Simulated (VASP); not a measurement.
**HgTe: single point with HSE06**

The system is HgTe.

```
Hg Te
1.0
     0.00000    3.28916    3.28916
     3.28916    0.00000    3.28916
     3.28916    3.28916    0.00000
Hg Te
1 1
Direct
  0.00000 0.00000 0.00000
  0.25000 0.25000 0.25000
```

```json
{
 "Program": "VASP 6.6.1",
 "Task": "single point",
 "Functional": "HSE06",
 "Potentials or basis": "VASP PAW PBE potentials, release 64 (Hg, Te)",
 "Cutoff": "520 eV",
 "k mesh": "4 × 4 × 4",
 "Occupations": "fermi-dirac, width 0.02 eV",
 "Spin": "no spin polarisation"
}
```

| Property | Result |
| --- | --- |
| Pressure | 0.1 GPa |
| Band gap on the k mesh | zero (filled and empty bands touch) |

Levels at points of the mesh, in eV from the Fermi level:
| k point | band 7 | band 8 | band 9 | band 10 | band 11 | band 12 |
| --- | --- | --- | --- | --- | --- | --- |
| (0.00, 0.00, 0.00) | -0.27 | -0.01 | -0.01 | -0.01 | 5.06 | 5.06 |
| (0.50, 0.00, 0.00) | -5.54 | -0.98 | -0.98 | 1.34 | 5.85 | 5.85 |
| (0.50, 0.50, 0.00) | -5.56 | -2.24 | -2.24 | 2.59 | 3.20 | 9.02 |

Wall time 6.1 min on 1 thread of Intel(R) Xeon(R) 6975P-C (Granite Rapids), on a shared host, peak memory 0.32 GiB.

Caveat: the k points lie up to 0.41 Å⁻¹ apart; the PAW data sets were made with another functional, which shifts forces and pressure a little; spin-orbit coupling is left out, which moves the levels of the heavy elements.
